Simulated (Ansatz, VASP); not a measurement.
LaHfO: VASP beside Ansatz

File INCAR:

```
SYSTEM = LaHfO
ALGO = Normal
EDIFF = 1E-7
EDIFFG = -0.001
ENCUT = 600
GGA = PE
GGA_COMPAT = .False.
IBRION = 2
ISIF = 3
ISMEAR = 0
LASPH = .True.
LCHARG = .False.
LMAXMIX = 6
LREAL = .False.
LWAVE = .False.
NELM = 200
NELMIN = 4
NSW = 80
PREC = Accurate
SIGMA = 0.1
```

The input KPOINTS:

```
k-points
0
Gamma
  6 6 8
  0 0 0
```

File POSCAR:

```
LaHfO
1.0
    3.7699996674     -4.2781492047      0.0000000000
    3.7699996674      4.2781492047      0.0000000000
    0.0000000000      0.0000000000      3.6894946871
La Hf O
2 2 2
Direct
    0.7665145813      0.2334854187      0.5000000000
    0.2334854187      0.7665145813      0.5000000000
    0.2838388960      0.2838388960      0.0000000000
    0.7161611040      0.7161611040      0.0000000000
    0.5000000000      0.0000000000      0.0000000000
    0.0000000000      0.5000000000      0.0000000000
```

Input for Ansatz:

```yaml
crystal:
  lattice:
    - [3.7699996674, -4.2781492047, 0.0]
    - [3.7699996674, 4.2781492047, 0.0]
    - [0.0, 0.0, 3.6894946871]
  atoms:
    - { symbol: La, position: [0.7665145813, 0.2334854187, 0.5] }
    - { symbol: La, position: [0.2334854187, 0.7665145813, 0.5] }
    - { symbol: Hf, position: [0.283838896, 0.283838896, 0.0] }
    - { symbol: Hf, position: [0.716161104, 0.716161104, 0.0] }
    - { symbol: O, position: [0.5, 0.0, 0.0] }
    - { symbol: O, position: [0.0, 0.5, 0.0] }
basis:
  ecutwfc: 420
kpoints:
  mp_grid: { grid: [6, 6, 8] }
hamiltonian:
  xc: pbe
scf:
  occupations: { method: gaussian, width: 0.1 }
output:
  forces: true
  stress: true
  eigenvalues: true
relax:
  adjacent_minimum: "off"
  f_tol: 0.001
  max_steps: 60
  cell: { stress_tol: 0.01 }
```

Alike in both runs: task relaxation of cell and atoms; functional PBE; k mesh 6 × 6 × 8; occupations gaussian, width 0.1 eV; no spin polarisation.

```csv
,VASP,Ansatz
version,VASP 6.6.1,Ansatz 0.2.0
potentials or method,"VASP PAW PBE potentials, release 64 (La, Hf_pv, O), cutoff 600 eV","scalar-relativistic, plane waves, PAW"
valence electrons in the cell,54,86
```

|  | VASP | Ansatz | Ansatz less VASP |
| --- | --- | --- | --- |
| gap on the k mesh at the Fermi level, each at its own relaxed structure (eV) | none | none | - |
| relaxed volume (Å³/atom) | 19.73 | 19.83 | +0.098 |
| relaxed cell length with the largest relative difference (Å) | 5.686 | 5.703 | +0.0163 |

A gap of «none» marks a metal or a gap that the smearing closes. VASP's potentials hold 54 valence electrons a cell and Ansatz's 86, so a difference there can come from the potentials and not from the codes.

Neither program's run includes spin-orbit coupling.
